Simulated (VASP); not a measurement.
A run of VASP 6.6.1 is set up as follows.

INCAR

```
SYSTEM = SnSe2
  ALGO = Normal
  EDIFF = 1E-7
  ENCUT = 520
  GGA = PE
  ISIF = 2
  ISMEAR = -1
  LASPH = .TRUE.
  LCHARG = .FALSE.
  LREAL = .FALSE.
  LWAVE = .FALSE.
  NBANDS = 20
  NELM = 60
  PREC = Accurate
  SIGMA = 0.02
```

KPOINTS

```
k-points
0
G
  8 8 8
  0 0 0
```

Contents of POSCAR:

```
SnSe2
1.0
    1.9122916093      1.1040620754      6.3350940540
   -1.9122916093      1.1040620754      6.3350940540
    0.0000000000     -2.2081241508      6.3350940540
Sn Se
1 2
Direct
    0.0000000000      0.0000000000      0.0000000000
    0.2505568941      0.2505568941      0.2505568941
    0.7494431059      0.7494431059      0.7494431059
```

Potentials or basis: VASP PAW PBE potentials, release 64 (Sn_d, Se).

The run is started by

```sh
$ cat potpaw_PBE.64/Sn_d/POTCAR potpaw_PBE.64/Se/POTCAR > POTCAR
$ mpirun -np 1 vasp_std > vasp.out
```

Task: Estimate the largest force.

Result: 0.259 eV/Å.

Task: Predict the band gap on the k mesh.

Result: 0.32 eV (least direct gap 0.54 eV).

Stress tensor (GPa, compression positive):
```
2.85 0.00 0.00
0.00 2.85 0.00
0.00 0.00 3.12
```

Caveat: semilocal functionals underestimate gaps, and a narrow one can read as zero; spin-orbit coupling is left out, which moves the levels of the heavy elements. A k mesh can miss the band edges.
